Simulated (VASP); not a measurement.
# Te6Mo3H (a cell with a defect) in VASP: single point with PBEsol+D3(BJ)

Aim: the single point of Te6Mo3H (a cell with a defect) with PBEsol+D3(BJ).

Program: VASP 6.6.1. These are calculated values, not measurements. Logs are shortened: lines on timing, memory, paths and dates and some standing lists are left out, and cuts for length are marked.

## (1) The cell of the first run

The cell holds a defect, 10 atoms: a = 3.433 Å, b = 3.433 Å, c = 20.770 Å, α = 90.00°, β = 90.00°, γ = 120.00°.

## (2) Single point, PBEsol+D3(BJ)

Contents of INCAR:

```
SYSTEM = Te6Mo3H
PREC = Accurate
ENCUT = 520
EDIFF = 1E-6
ISMEAR = 0
SIGMA = 0.05
LREAL = .FALSE.
LASPH = .TRUE.
NELM = 100
ALGO = Normal
ISIF = 2
LWAVE = .FALSE.
LCHARG = .FALSE.
GGA = PS
IVDW = 12
NBANDS = 50
```

Contents of KPOINTS:

```
regular mesh
0
G
  9 9 2
  0 0 0
```

Contents of POSCAR:

```
Te6Mo3H
1.0
    3.4334342720      0.0000000000      0.0000000000
   -1.7167171360      2.9734413017      0.0000000000
    0.0000000000      0.0000000000     20.7704294686
Te Mo H
6 3 1
Direct
    0.0000000000      0.0000000000      0.9125759363
    0.3333333333      0.6666666667      0.5917818730
    0.3333333333      0.6666666667      0.2333053354
    0.3333333333      0.6666666667      0.7666946646
    0.3333333333      0.6666666667      0.4082181270
    0.0000000000      0.0000000000      0.0874240637
    0.0000000000      0.0000000000      0.6791511892
    0.0000000000      0.0000000000      0.3208488108
    0.3333333333      0.6666666667      0.0000000000
   -0.0523098300      0.0571784183      0.5023436347
```

Potentials or basis: VASP PAW PBE potentials, release 64 (Te, Mo_sv, H).

Launch:

```
> cat potpaw_PBE.64/Te/POTCAR potpaw_PBE.64/Mo_sv/POTCAR potpaw_PBE.64/H/POTCAR > POTCAR
> mpirun -np 1 vasp_std > vasp.out
```

OUTCAR:

```text
SYSTEM = Te6Mo3H
   PREC = Accurate
   ENCUT = 520
   EDIFF = 1E-6
   ISMEAR = 0
   LREAL = .FALSE.
   LASPH = .TRUE.
   NELM = 100
   ISIF = 2
   GGA = PS
   IVDW = 12
 IVDW          = 12

 ion  position               nearest neighbor table
   1  0.000  0.000  0.913-   9 2.69   9 2.69   9 2.69   4 3.62   4 3.62   4 3.62   6 3.63
   2  0.333  0.667  0.592-   7 2.69   7 2.69   7 2.69   4 3.63
   3  0.333  0.667  0.233-   8 2.69   8 2.69   8 2.69   6 3.62   6 3.62   6 3.62   5 3.63
   4  0.333  0.667  0.767-   7 2.69   7 2.69   7 2.69   1 3.62   1 3.62   1 3.62   2 3.63
   5  0.333  0.667  0.408-   8 2.69   8 2.69   8 2.69   3 3.63
   6  0.000  0.000  0.087-   9 2.69   9 2.69   9 2.69   3 3.62   3 3.62   3 3.62   1 3.63
   7  0.000  0.000  0.679-   2 2.69   2 2.69   2 2.69   4 2.69   4 2.69   4 2.69
   8  0.000  0.000  0.321-   5 2.69   5 2.69   5 2.69   3 2.69   3 2.69   3 2.69
   9  0.333  0.667  0.000-   1 2.69   6 2.69   1 2.69   6 2.69   1 2.69   6 2.69
  10  0.948  0.057  0.502-

  LATTYP: Found a hexagonal cell.
 ALAT       =     3.4334342720
 C/A-ratio  =     6.0494617992

  Lattice vectors:

 A1 = (   3.4334342720,   0.0000000000,   0.0000000000)
 A2 = (  -1.7167171360,   2.9734413017,   0.0000000000)
 A3 = (   0.0000000000,   0.0000000000,  20.7704294686)

Analysis of symmetry for initial positions (statically):
=====================================================================
 Subroutine PRICEL returns:
 Original cell was already a primitive cell.

 Routine SETGRP: Setting up the symmetry group for a
 hexagonal supercell.

 Subroutine GETGRP returns: Found  1 space group operations
 (whereof  1 operations were pure point group operations)
 out of a pool of 24 trial point group operations.

The static configuration has the point symmetry C_1 .

Analysis of symmetry for dynamics (positions and initial velocities):
=====================================================================
 Subroutine PRICEL returns:
 Original cell was already a primitive cell.

 Routine SETGRP: Setting up the symmetry group for a
 hexagonal supercell.

 Subroutine GETGRP returns: Found  1 space group operations
 (whereof  1 operations were pure point group operations)
 out of a pool of 24 trial point group operations.

The dynamic configuration has the point symmetry C_1 .

 Subroutine INISYM returns: Found  1 space group operations
 (whereof  1 operations are pure point group operations),
 and found     1 'primitive' translations

----------------------------------------------------------------------------------------

                                     Primitive cell

  volume of cell :     212.0477

  direct lattice vectors                    reciprocal lattice vectors
     3.433434272  0.000000000  0.000000000     0.291253573  0.168155329  0.000000000
    -1.716717136  2.973441302  0.000000000     0.000000000  0.336310658  0.000000000
     0.000000000  0.000000000 20.770429469     0.000000000  0.000000000  0.048145369

  length of vectors
     3.433434272  3.433434272 20.770429469     0.336310658  0.336310658  0.048145369

  position of ions in fractional coordinates (direct lattice)
     0.000000000  0.000000000  0.912575936
     0.333333333  0.666666667  0.591781873
     0.333333333  0.666666667  0.233305335
     0.333333333  0.666666667  0.766694665
     0.333333333  0.666666667  0.408218127
     0.000000000  0.000000000  0.087424064
     0.000000000  0.000000000  0.679151189
     0.000000000  0.000000000  0.320848811
     0.333333333  0.666666667  0.000000000
     0.947690170  0.057178418  0.502343635

  ion indices of the primitive-cell ions
   primitive index   ion index
                 1           1
                 2           2
                 3           3
                 4           4
                 5           5
                 6           6
                 7           7
                 8           8
                 9           9
                10          10

----------------------------------------------------------------------------------------

 KPOINTS: regular mesh

Automatic generation of k-mesh.
 Grid dimensions read from file:
 generate k-points for:    9    9    2

 Generating k-lattice:

  Cartesian coordinates                     Fractional coordinates (reciprocal lattice)
     0.032361508  0.018683925  0.000000000     0.111111111  0.000000000  0.000000000
     0.000000000  0.037367851  0.000000000     0.000000000  0.111111111  0.000000000
     0.000000000  0.000000000  0.024072685     0.000000000  0.000000000  0.500000000

  Length of vectors
     0.037367851  0.037367851  0.024072685

  Shift w.r.t. Gamma in fractional coordinates (k-lattice)
     0.000000000  0.000000000  0.000000000

 Subroutine IBZKPT returns following result:
 ===========================================

 Found     82 irreducible k-points:

 Following reciprocal coordinates:
            Coordinates               Weight
  0.000000  0.000000  0.000000      1.000000
  0.111111  0.000000  0.000000      2.000000
  0.000000  0.111111  0.000000      2.000000
 -0.111111  0.111111  0.000000      2.000000
  0.222222  0.000000  0.000000      2.000000
  0.000000  0.222222  0.000000      2.000000
[... 16 lines left out ...]
  0.333333  0.111111  0.000000      2.000000
 -0.111111  0.444444  0.000000      2.000000
 [... further k-points ...]
   k-points           NKPTS =     82   k-points in BZ     NKDIM =     82   number of bands    NBANDS=     50
   number of dos      NEDOS =    301   number of ions     NIONS =     10
   total plane-waves  NPLWV = 125440
   dimension x,y,z NGX =    28 NGY =   28 NGZ =  160
   dimension x,y,z NGXF=    56 NGYF=   56 NGZF=  320
   ions per type =               6   3   1
   NGX,Y,Z   is equivalent  to a cutoff of  13.56, 13.56, 12.81 a.u.
   NGXF,Y,Z  is equivalent  to a cutoff of  27.12, 27.12, 25.61 a.u.
 SYSTEM =  Te6Mo3H
   PREC   = accura    normal or accurate (medium, high low for compatibility)
   ISTART =      0    job   : 0-new  1-cont  2-samecut
   ICHARG =      2    charge: 1-file 2-atom 10-const
   ISPIN  =      1    spin polarized calculation?
   LNONCOLLINEAR =      F non collinear calculations
   LSORBIT =      F    spin-orbit coupling
   LASPH  =      T    aspherical Exc in radial PAW
   ENCUT  =  520.0 eV  38.22 Ry    6.18 a.u.   6.38  6.38 38.62*2*pi/ulx,y,z
   NELM   =    100;   NELMIN=  2; NELMDL= -5     # of ELM steps
   EDIFF  = 0.1E-05   stopping-criterion for ELM
   LREAL  =      F    real-space projection
   EDIFFG = 0.1E-04   stopping-criterion for IOM
   NSW    =      0    number of steps for IOM
   IBRION =     -1    ionic relax: 0-MD 1-quasi-New 2-CG
   NFREE  =      0    steps in history (QN), initial steepest desc. (CG)
   ISIF   =      2    stress and relaxation
   ISYM   =      2    0-nonsym 1-usesym 2-fastsym
   POTIM  = 0.5000    time-step for ionic-motion
   TEBEG  =    0.0;   TEEND  =   0.0 temperature during run
   PSTRESS=    0.0 pullay stress
   NELECT =      79.0000    total number of electrons
   NUPDOWN=      -1.0000    fix difference up-down
   EMIN   =  10.00;   EMAX   =-10.00  energy-range for DOS
   EFERMI =   0.00;   METHOD = LEGACY
   ISMEAR =     0;   SIGMA  =   0.05  broadening in eV -4-tet -1-fermi 0-gaus
   EFERMI_NEDOS =   21; number of points for ismear=-14 and -15
   IALGO  =     38    algorithm
   IMIX   =      4    mixing-type and parameters
     AMIX     =   0.40;   BMIX     =  1.00
     AMIX_MAG =   1.60;   BMIX_MAG =  1.00
  volume/ion in A,a.u.               =      21.20       143.10
  Fermi-wavevector in a.u.,A,eV,Ry     =   1.177984  2.226067 18.880069  1.387646
  Thomas-Fermi vector in A             =   2.314321
   LORBIT       =      0    0 simple, 1 ext, 2 COOP (PROOUT), +10 PAW based schemes
   GGA     = PS    functional components
   LHFCALC =     F    Hartree Fock is set to
   AEXX    =    0.0000 exact exchange contribution
   IVDW    =    12    specifies the selected vdW correction
   LEPSILON=     F    determine dielectric tensor
   LRPA    =     F    only Hartree local field effects (RPA)
 non-spin polarized calculation
 Gauss-broadening in eV      SIGMA  =   0.05
  energy-cutoff  :      520.00
  volume of cell :      212.05
 maximum number of plane-waves:      5757
 NGX is ok and might be reduce to    28
   NGX = 13   NGY = 13   NGZ = 77

 number of electron      79.0000001 magnetization

 Free energy of the ion-electron system (eV)
  ---------------------------------------------------
  ext. energy  EPLUGINS =         0.00000000
  ---------------------------------------------------
  free energy    TOTEN  =       -60.31351742 eV

  energy without entropy =      -60.30678693  energy(sigma->0) =      -60.31015218

 E-fermi :   8.8370     XC(G=0): -10.9900

 val. band max:        8.8349064337   @ k =   0.3333  -0.1111   0.5000
 cond. band min:       8.8380799835   @ k =  -0.3333  -0.4444   0.5000
 fundamental gap:      0.0031735498
 Fermi energy:         8.8370373890

 k-point     1 :       0.0000    0.0000    0.0000
  band No.  band energies     occupation
      1     -51.9929      2.00000
      2     -51.6775      2.00000
      3     -51.6746      2.00000
      4     -26.2422      2.00000
      5     -26.0470      2.00000
      6     -26.0456      2.00000
[... 42 lines left out ...]
     49      12.4893      0.00000
     50      12.5172      0.00000

 k-point     2 :       0.1111    0.0000    0.0000
  band No.  band energies     occupation
      1     -51.9912      2.00000
      2     -51.6758      2.00000
      3     -51.6730      2.00000
      4     -26.2376      2.00000
      5     -26.0664      2.00000
      6     -26.0514      2.00000
[... 1158 lines left out ...]
 k-point    24 :      -0.1111    0.4444    0.0000
  band No.  band energies     occupation
      1     -51.9800      2.00000
      2     -51.6645      2.00000
      3     -51.6617      2.00000
      4     -26.2063      2.00000
      5     -26.1949      2.00000
      6     -26.0933      2.00000
[... 42 lines left out ...]
     49      11.8996      0.00000
     50      11.9631      0.00000

 [... further k-points ...]

------------------------ aborting loop because EDIFF is reached ----------------------------------------

 Edisp (eV)   -5.08881

 E8    (eV) :    -3.4535

  FORCE on cell =-STRESS in cart. coord.  units (eV):
  Direction    XX          YY          ZZ          XY          YZ          ZX
  --------------------------------------------------------------------------------------
  -------------------------------------------------------------------------------------
  Total      -0.98138    -1.32805    -1.32831    -0.27801    -0.05080     0.08501
  in kB      -7.41502   -10.03442   -10.03634    -2.10056    -0.38385     0.64235
  external pressure =       -9.16 kB  Pullay stress =        0.00 kB

 VOLUME and BASIS-vectors are now :
 -----------------------------------------------------------------------------
  energy-cutoff  :      520.00
  volume of cell :      212.05
      direct lattice vectors                 reciprocal lattice vectors
     3.433434272  0.000000000  0.000000000     0.291253573  0.168155329  0.000000000
    -1.716717136  2.973441302  0.000000000     0.000000000  0.336310658  0.000000000
     0.000000000  0.000000000 20.770429469     0.000000000  0.000000000  0.048145369

 POSITION                                       TOTAL-FORCE (eV/Angst)
 -----------------------------------------------------------------------------------
      0.00000      0.00000     18.95459        -0.000756      0.000383     -0.072017
     -0.00000      1.98229     12.29156         0.110582     -0.068009     -0.645748
     -0.00000      1.98229      4.84585         0.023332     -0.013616      0.103678
     -0.00000      1.98229     15.92458         0.027918     -0.016279     -0.107072
     -0.00000      1.98229      8.47887         0.089471     -0.054736      0.599062
      0.00000      0.00000      1.81584        -0.000703      0.000354      0.071025
      0.00000      0.00000     14.10626         0.014479     -0.007017      0.609767
      0.00000      0.00000      6.66417         0.006098     -0.002249     -0.559013
     -0.00000      1.98229      0.00000         0.002446     -0.001444      0.002647
      3.15567      0.17002     10.43389        -0.272868      0.162613     -0.002328
 -----------------------------------------------------------------------------------
    total drift:                                0.000073     -0.000023      0.000318

  FREE ENERGIE OF THE ION-ELECTRON SYSTEM (eV)
  ---------------------------------------------------
  free  energy   TOTEN  =       -65.4023308602 eV

  energy  without entropy=      -65.3956003685  energy(sigma->0) =      -65.39896561
```

Wall time 14 min (1 thread of Intel Xeon 6975P-C (Granite Rapids), shared host); peak memory 0.84 GiB.

What came out:

| Item | Value |
| --- | --- |
| Free energy | -65.4023 eV |
| Pressure | -0.9 GPa |
| Largest force | 0.659 eV/Å |
| Dispersion energy per atom | -0.509 eV |

Forces on the atoms (eV/Å):
```
Te  -0.001  0.000 -0.072
Te   0.111 -0.068 -0.646
Te   0.023 -0.014  0.104
Te   0.028 -0.016 -0.107
Te   0.089 -0.055  0.599
Te  -0.001  0.000  0.071
Mo   0.014 -0.007  0.610
Mo   0.006 -0.002 -0.559
Mo   0.002 -0.001  0.003
H   -0.273  0.163 -0.002
```

Caveat: the PAW data sets were made with another functional, which shifts forces and pressure a little; spin-orbit coupling is left out, which moves the levels of the heavy elements.
